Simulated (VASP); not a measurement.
# MnO2 in VASP: further runs, part 2 of 2

VASP 6.6.1. Earlier steps stand in the parts before.

### Step 4. Relaxation of shape and atoms at fixed volume, PBE+U, collinear spin, ferrimagnetic start

This run uses another cell than the first one, of 12.03 Å³/atom, 0.887 times its volume.

INCAR reads:

```
PREC = Accurate
ENCUT = 600
EDIFF = 1E-6
ISMEAR = 0
SIGMA = 0.05
LREAL = F
LASPH = T
NELM = 150
ALGO = Normal
ISIF = 4
LWAVE = F
LCHARG = F
ISPIN = 2
MAGMOM = 3.15 -0.15 -0.15
LORBIT = 11
LMAXMIX = 4
LDAU = T
LDAUTYPE = 2
LDAUL = 2 -1
LDAUU = 3.9 0
LDAUJ = 0 0
LDAUPRINT = 1
GGA = PE
IBRION = 2
NSW = 60
EDIFFG = -0.04
```

KPOINTS reads:

```
regular mesh
0
Gamma
  10 10 6
```

POSCAR reads:

```
MnO2
1.0
    2.9762505356      0.0000000000      0.0000000000
   -1.4881252678      2.5775085719      0.0000000000
    0.0000000000      0.0000000000      4.7026926472
Mn O
1 2
Direct
    0.0000000000      0.0000000000      0.0000000000
    0.3333333333      0.6666666667      0.2071198713
    0.6666666667      0.3333333333      0.7928801287
```

Command:

```console
cat potpaw_PBE.64/Mn_pv/POTCAR potpaw_PBE.64/O/POTCAR > POTCAR
mpirun -np 1 vasp_std > vasp.out
```

Run time: 2.2 min. Hardware: 1 thread of Intel Xeon 6975P-C (Granite Rapids), shared host; peak memory 0.23 GiB.

Results (log left out):

| Property | Result |
| --- | --- |
| Free energy | -21.2557 eV |
| Energy gained by relaxing | 19.7 meV/atom |
| Ionic steps | 5 |
| Pressure after relaxing | 0.5 GPa |
| Band gap on the k mesh | 1.70 eV, indirect (least direct gap 1.88 eV) |
| Net moment | 3.00 μB per cell |
| Site moments | Mn +3.23; O -0.13 μB |
| Valence electrons inside the program's atomic spheres | Mn 11.60; O 4.98 |

Step by step:
| step | energy change (eV) | largest force (eV/Å) | pressure (GPa) | volume (Å³) |
| --- | --- | --- | --- | --- |
| 1 | 0.0000 | 0.6485 | -7.32 | 36.08 |
| 2 | -0.0379 | 0.2280 | -3.95 | 36.08 |
| 3 | -0.0481 | 0.1422 | -0.92 | 36.08 |
| 4 | -0.0574 | 0.0571 | -0.02 | 36.08 |
| 5 | -0.0590 | 0.0007 | 0.49 | 36.08 |

Final structure:
```cif
data_structure
_symmetry_space_group_name_H-M 'P 1'
_symmetry_Int_Tables_number 1
_cell_length_a 2.9153
_cell_length_b 2.9153
_cell_length_c 4.9014
_cell_angle_alpha 90.000
_cell_angle_beta 90.000
_cell_angle_gamma 120.000
_cell_volume 36.08
loop_
_atom_site_label
_atom_site_type_symbol
_atom_site_fract_x
_atom_site_fract_y
_atom_site_fract_z
_atom_site_occupancy
Mn1 Mn 0.00000 0.00000 0.00000 1
O1 O 0.33333 0.66667 0.19530 1
O2 O 0.66667 0.33333 0.80470 1
```

Levels at points of the mesh, in eV from the valence-band top:
Spin up:
| k point | band 11 | band 12 | band 13 | band 14 | band 15 | band 16 | band 17 |
| --- | --- | --- | --- | --- | --- | --- | --- |
| (0.00, 0.00, 0.00) | -0.86 | -0.51 | -0.51 | -0.33 | 3.06 | 3.06 | 7.30 |
| (0.50, 0.00, 0.00) | -2.59 | -2.01 | -1.46 | -1.29 | 2.25 | 2.94 | 12.02 |
| (0.00, 0.00, 0.50) | -1.26 | -0.53 | -0.53 | -0.48 | 3.09 | 3.09 | 9.35 |
| (0.50, 0.00, 0.50) | -2.53 | -1.96 | -1.62 | -0.90 | 2.26 | 2.89 | 11.44 |
Spin down:
```csv
k point,band 7,band 8,band 9,band 10,band 11,band 12,band 13,band 14,band 15,band 16
"(0.00, 0.00, 0.00)",-3.85,-3.85,-0.74,-0.74,-0.51,2.98,2.98,4.28,5.09,5.09
"(0.50, 0.00, 0.00)",-3.55,-3.08,-2.14,-2.04,-1.42,3.03,3.61,3.87,4.61,5.15
"(0.00, 0.00, 0.50)",-3.84,-3.52,-1.43,-0.76,-0.76,2.98,2.98,4.31,5.12,5.12
"(0.50, 0.00, 0.50)",-3.77,-3.11,-2.09,-1.97,-1.02,3.06,3.60,3.88,4.57,5.12
```

Eigenvalues of the final occupation matrices:
| site | spin | trace | eigenvalues |
| --- | --- | --- | --- |
| site 1 d | 1 | 4.01 | 0.56 0.56 0.96 0.96 0.96 |
| site 1 d | 2 | 0.84 | 0.07 0.08 0.08 0.31 0.31 |

Caveat: a cell with one magnetic atom can't hold antiferromagnetic order, which such compounds often take.

### Step 5. Single point, PBE+U, collinear spin, ferromagnetic start

INCAR reads:

```
  ALGO = Normal
  EDIFF = 1E-6
  ENCUT = 600
  GGA = PE
  GGA_COMPAT = F
  ISIF = 2
  ISMEAR = 0
  ISPIN = 2
  LASPH = T
  LCHARG = F
  LDAU = T
  LDAUJ = 0 0
  LDAUL = 2 -1
  LDAUPRINT = 1
  LDAUTYPE = 2
  LDAUU = 3.9 0
  LMAXMIX = 4
  LORBIT = 11
  LREAL = F
  LWAVE = F
  MAGMOM = 3.14 0 0
  NBANDS = 24
  NELM = 200
  PREC = Accurate
  SIGMA = 0.05
```

KPOINTS reads:

```
k-points
0
Gamma
  6 6 4
```

POSCAR reads:

```
MnO2
1.0
    2.9203003366      0.0000000000      0.0000000000
   -1.4601501683      2.5290542782      0.0000000000
    0.0000000000      0.0000000000      5.5070216066
Mn O
1 2
Direct
    0.0000000000      0.0000000000      0.0000000000
    0.3333333333      0.6666666667      0.1728657965
    0.6666666667      0.3333333333      0.8271342035
```

Potentials or basis: VASP PAW PBE potentials, release 64 (Mn_sv, O).

Command:

```console
cat potpaw_PBE.64/Mn_sv/POTCAR potpaw_PBE.64/O/POTCAR > POTCAR
mpirun -np 1 vasp_std > vasp.out
```

Run time: 24 s. Hardware: 1 thread of Intel Xeon 6975P-C (Granite Rapids), shared host; peak memory 0.2 GiB.

Results (log left out):

```
Free energy                                           : -21.4247 eV
Pressure                                              : -2.3 GPa
Largest force                                         : 0.064 eV/Å
Band gap on the k mesh                                : 2.06 eV, indirect (least direct gap 2.33 eV)
Net moment                                            : 3.00 μB per cell
Site moments                                          : Mn +3.11; O -0.10 μB
Valence electrons inside the program's atomic spheres : Mn 12.69; O 4.99
```

Forces in eV/Å, atoms in the order of the input:
```
Mn   0.000  0.000  0.000
O    0.000  0.000 -0.064
O    0.000  0.000  0.064
```

Stress tensor (GPa, compression positive):
```
-2.69  0.00  0.00
 0.00 -2.69  0.00
 0.00  0.00 -1.58
```

Levels at points of the mesh, in eV from the valence-band top:
Spin up:
```tsv
k point	band 11	band 12	band 13	band 14	band 15	band 16	band 17	band 18	band 19	band 20
(0.00, 0.00, 0.00)	-3.33	-0.65	-0.52	-0.46	-0.46	3.28	3.28	7.10	10.58	12.52
(0.50, 0.00, 0.00)	-2.96	-2.41	-1.95	-1.35	-1.07	2.45	3.12	11.95	12.78	13.91
(0.00, 0.00, 0.50)	-3.33	-0.95	-0.47	-0.46	-0.46	3.29	3.29	8.76	8.97	12.11
(0.50, 0.00, 0.50)	-2.96	-2.39	-1.94	-1.40	-0.93	2.45	3.11	11.53	12.80	13.68
```
Spin down:
| k point | band 10 | band 11 | band 12 | band 13 | band 14 | band 15 |
| --- | --- | --- | --- | --- | --- | --- |
| (0.00, 0.00, 0.00) | -0.65 | -0.65 | -0.65 | 2.96 | 2.96 | 4.31 |
| (0.50, 0.00, 0.00) | -2.05 | -1.90 | -1.16 | 3.07 | 3.63 | 3.86 |
| (0.00, 0.00, 0.50) | -1.07 | -0.66 | -0.66 | 2.96 | 2.96 | 4.33 |
| (0.50, 0.00, 0.50) | -2.04 | -1.88 | -1.02 | 3.07 | 3.62 | 3.86 |

Eigenvalues of the final occupation matrices:
| site | spin | trace | eigenvalues |
| --- | --- | --- | --- |
| site 1 d | 1 | 3.74 | 0.48 0.48 0.93 0.93 0.93 |
| site 1 d | 2 | 0.67 | 0.06 0.06 0.06 0.24 0.24 |

Caveat: a cell with one magnetic atom can't hold antiferromagnetic order, which such compounds often take.

### Step 6. The runs side by side

| task | potentials or basis | spin | cell | k mesh | cutoff (eV) | second run | gap on the mesh (eV) | pressure (GPa) | moment (μB) | largest force (eV/Å) |
| --- | --- | --- | --- | --- | --- | --- | --- | --- | --- | --- |
| single point | VASP PAW PBE potentials, release 64 (Mn_sv, O) | collinear, ferromagnetic start | a = 2.920, b = 2.920, c = 5.507 Å, angles 90.0, 90.0, 120.0°, 3 atoms | 6 × 6 × 4 | 600 | valence_matched | 2.06 | -2.3 | 3.00 | 0.06 |
| single point | VASP PAW PBE potentials, release 64 (Mn_pv, O) | collinear, ferrimagnetic start | a = 2.920, b = 2.898, c = 5.507 Å, angles 90.0, 90.0, 120.2°, 3 atoms | 10 × 10 × 6 | 520 | - | 1.91 | 2.0 | 3.00 | 0.20 |
| relaxation of shape and atoms at fixed volume | VASP PAW PBE potentials, release 64 (Mn_pv, O) | collinear, ferrimagnetic start | relaxed from a = 2.976, b = 2.976, c = 4.703 Å, angles 90.0, 90.0, 120.0°, 3 atoms | 10 × 10 × 6 | 600 | - | 1.70 | 0.5 | 3.00 | - |

Alike in all rows: level PBE+U; Mn d U = 3.9 eV; smearing gaussian 0.05 eV.

Caveats: a cell with one magnetic atom can't hold antiferromagnetic order, which such compounds often take.

Total energies depend on the potentials used, so only differences within one code and one set of settings carry meaning.
